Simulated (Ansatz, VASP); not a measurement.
## FeGe: VASP and Ansatz over several settings

```
CELL_PARAMETERS angstrom
5.09562 0.00000 0.00000
-2.54781 4.41294 0.00000
0.00000 0.00000 4.19648
ATOMIC_POSITIONS crystal
Ge 0.66667 0.33333 0.50000
Ge 0.33333 0.66667 0.50000
Ge 0.00000 0.00000 0.00000
Fe 0.00000 0.50000 0.00000
Fe 0.50000 0.50000 0.00000
Fe 0.50000 0.00000 0.00000
```

Single points on this cell with VASP 6.6.1 and Ansatz 0.2.0. Each row is one pair of runs. Alike in all rows: spin: collinear, typed start; k mesh: 6 × 6 × 7; smearing: fermi-dirac, width 0.05 eV; Ansatz's potentials, cutoff: Ansatz PAW, 420 eV.

```csv
level,"VASP's potentials, cutoff","gap on the k mesh at the Fermi level (eV), VASP","gap on the k mesh at the Fermi level (eV), Ansatz","pressure (GPa), VASP","pressure (GPa), Ansatz","net moment per atom (μB), VASP","net moment per atom (μB), Ansatz"
PBE,"VASP PAW PBE potentials, release 64 (Ge_d, Fe), 520 eV",none,none,-9.0,-9.3,0.85,0.83
PBEsol,"VASP PAW PBE potentials, release 64 (Ge_d, Fe), 520 eV",none,none,-15.1,-15.3,0.80,0.79
LDA,"VASP PAW LDA potentials, release 64 (Ge_d, Fe), 520 eV",none,none,-20.0,-20.0,0.69,0.72
```

Pressure (GPa): the two programs differ by at most 0.3; net moment per atom (μB): the two programs differ by at most 0.026.

VASP's potentials hold 66 valence electrons a cell and Ansatz's 90, so a difference there can come from the potentials and not from the codes.

A gap of «none» marks a metal or a gap that the smearing closes.
